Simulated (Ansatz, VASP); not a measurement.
## AlAs in VASP and in Ansatz

INCAR

```
PREC = Accurate
ENCUT = 500
EDIFF = 1E-6
ISMEAR = 0
SIGMA = 0.01
LREAL = False
LASPH = True
NELM = 120
ALGO = Normal
ISIF = 2
LWAVE = False
LCHARG = False
GGA = PS
NBANDS = 11
GGA_COMPAT = False
```

The input KPOINTS:

```
Automatic mesh
0
Gamma
  8 8 8
```

File POSCAR:

```
AlAs
1.0
    0.0000000000      2.8372989790      2.8372989790
    2.8372989790      0.0000000000      2.8372989790
    2.8372989790      2.8372989790      0.0000000000
Al As
1 1
Direct
    0.0000000000      0.0000000000      0.0000000000
    0.2500000000      0.2500000000      0.2500000000
```

Input for Ansatz:

```yaml
crystal:
  lattice:
    - [0.0, 2.837298979, 2.837298979]
    - [2.837298979, 0.0, 2.837298979]
    - [2.837298979, 2.837298979, 0.0]
  atoms:
    - { symbol: Al, position: [0.0, 0.0, 0.0] }
    - { symbol: As, position: [0.25, 0.25, 0.25] }
basis:
  ecutwfc: 420
kpoints:
  mp_grid: { grid: [8, 8, 8] }
  band_path:
    path:
      - [0.0, 0.0, 0.0]
      - [0.0, 0.0, 0.0]
      - [0.0, 0.0, 0.0]
      - [0.0, 0.0, 0.0]
      - [0.0, 0.0, 0.0]
      - [0.0, 0.0, 0.0]
      - [0.0, 0.0, 0.0]
      - [0.0, 0.0, 0.0]
      - [0.0, 0.0, 0.0]
      - [0.0, 0.0, 0.0]
      - [0.0, 0.0, 0.0]
      - [0.0, 0.0, 0.0]
      - [0.0, 0.0, 0.0]
      - [0.0, 0.0, 0.0]
      - [0.0, 0.0, 0.0]
      - [0.0, 0.0, 0.0]
      - [0.0, 0.0, 0.0]
      - [0.0, 0.0, 0.0]
      - [0.0, 0.0, 0.0]
      - [0.0, 0.0, 0.0]
      - [0.0, 0.0, 0.0]
      - [0.0, 0.0, 0.0]
      - [0.0, 0.0, 0.0]
      - [0.0, 0.0, 0.0]
      - [0.0, 0.0, 0.0]
      - [0.0, 0.0, 0.0]
      - [0.3, 0.3, 0.0]
      - [0.3166666667, 0.3166666667, 0.0]
      - [0.3333333333, 0.3333333333, 0.0]
      - [0.35, 0.35, 0.0]
      - [0.3666666667, 0.3666666667, 0.0]
      - [0.3833333333, 0.3833333333, 0.0]
      - [0.4, 0.4, 0.0]
      - [0.4166666667, 0.4166666667, 0.0]
      - [0.4333333333, 0.4333333333, 0.0]
      - [0.45, 0.45, 0.0]
      - [0.4666666667, 0.4666666667, 0.0]
      - [0.4833333333, 0.4833333333, 0.0]
      - [0.5, 0.5, 0.0]
      - [0.5, 0.5, 0.5]
      - [0.5, 0.5, 0.5]
      - [0.5, 0.5, 0.5]
      - [0.5, 0.5, 0.5]
      - [0.5, 0.5, 0.5]
      - [0.5, 0.5, 0.5]
      - [0.5, 0.5, 0.5]
      - [0.5, 0.5, 0.5]
      - [0.5, 0.5, 0.5]
      - [0.5, 0.5, 0.5]
      - [0.5, 0.5, 0.5]
      - [0.5, 0.5, 0.5]
      - [0.5, 0.5, 0.5]
    npoints: 1
hamiltonian:
  xc: pbesol
scf:
  occupations: { method: fixed }
  n_extra_bands: 5
output:
  eigenvalues: true
```

Alike in both runs: task single point; functional PBEsol; k mesh 8 × 8 × 8; no spin polarisation.

```csv
,VASP,Ansatz
version,VASP 6.6.1,Ansatz 0.2.0
potentials or method,"VASP PAW PBE potentials, release 64 (Al, As), cutoff 500 eV","scalar-relativistic, plane waves, PAW"
occupations,"gaussian, width 0.01 eV",fixed
valence electrons in the cell,8,18
```

VASP gave:

| Quantity | Value |
| --- | --- |
| gap on the k mesh at the Fermi level (eV) | 1.33 |
| least direct gap on the mesh (eV) | 1.92 |

Task: Which values does Ansatz return?

Result: gap on the k mesh at the Fermi level (eV): 1.34; least direct gap on the mesh (eV): 1.91.

VASP's potentials were made for PBE, not for PBEsol. VASP's potentials hold 8 valence electrons a cell and Ansatz's 18, so a difference there can come from the potentials and not from the codes.
